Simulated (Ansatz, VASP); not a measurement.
One calculation of YS, two programs

Contents of INCAR:

```
ALGO = Normal
EDIFF = 1E-8
ENCUT = 520
GGA = CA
ISIF = 2
ISMEAR = -1
LASPH = T
LCHARG = F
LEFG = T
LREAL = F
LWAVE = F
NBANDS = 16
NELM = 60
PREC = Accurate
SIGMA = 0.01
```

The input KPOINTS:

```
k-points
0
Gamma
  8 8 8
```

POSCAR

```
YS
1.0
    0.0000000000      2.7162135000      2.7436500000
    2.7162135000      0.0000000000      2.7436500000
    2.7162135000      2.7162135000      0.0000000000
Y S
1 1
Direct
    0.5000000000      0.5000000000      0.5000000000
    0.0000000000      0.0000000000      0.0000000000
```

Input for Ansatz:

```yaml
crystal:
  lattice:
    - [0.0, 2.7162135, 2.74365]
    - [2.7162135, 0.0, 2.74365]
    - [2.7162135, 2.7162135, 0.0]
  atoms:
    - { symbol: "Y", position: [0.5, 0.5, 0.5] }
    - { symbol: S, position: [0.0, 0.0, 0.0] }
kpoints:
  mp_grid: { grid: [8, 8, 8] }
scf:
  occupations: { method: fermi_dirac, width: 0.01 }
hamiltonian:
  xc: lda
  pseudopotentials: { kind: all_electron, datasets: crystal }
output:
  forces: true
  stress: true
  eigenvalues: true
  efg: { contact_densities: true }
```

Change from the starting cell: equal xx and yy strain of -1 %, crystal datasets.

Alike in both runs: task electric field gradients; functional LDA; k mesh 8 × 8 × 8; occupations fermi-dirac, width 0.01 eV; no spin polarisation.

```csv
,VASP,Ansatz
version,VASP 6.6.1,Ansatz 0.2.0
potentials or method,"VASP PAW LDA potentials, release 64 (Y_sv, S), cutoff 520 eV","all-electron PAW with datasets made for the crystal, scalar-relativistic"
```

Ansatz gave:

| Item | Value |
| --- | --- |
| pressure (GPa) | -1.8 |
| traceless stress, the component that is largest in VASP (GPa) | -1.53 |
| size of Vzz on the site where it differs most (V/Å²) | 11.9 |

Question: Estimate VASP's values.

Answer: Pressure (GPa): -1.8; traceless stress, the component that is largest in VASP (GPa): -1.53; size of Vzz on the site where it differs most (V/Å²): 11.1.

LDA's correlation is that of Perdew and Zunger in VASP and of Perdew and Wang (1992) in Ansatz. Ansatz ran all-electron here, and VASP with PAW potentials.
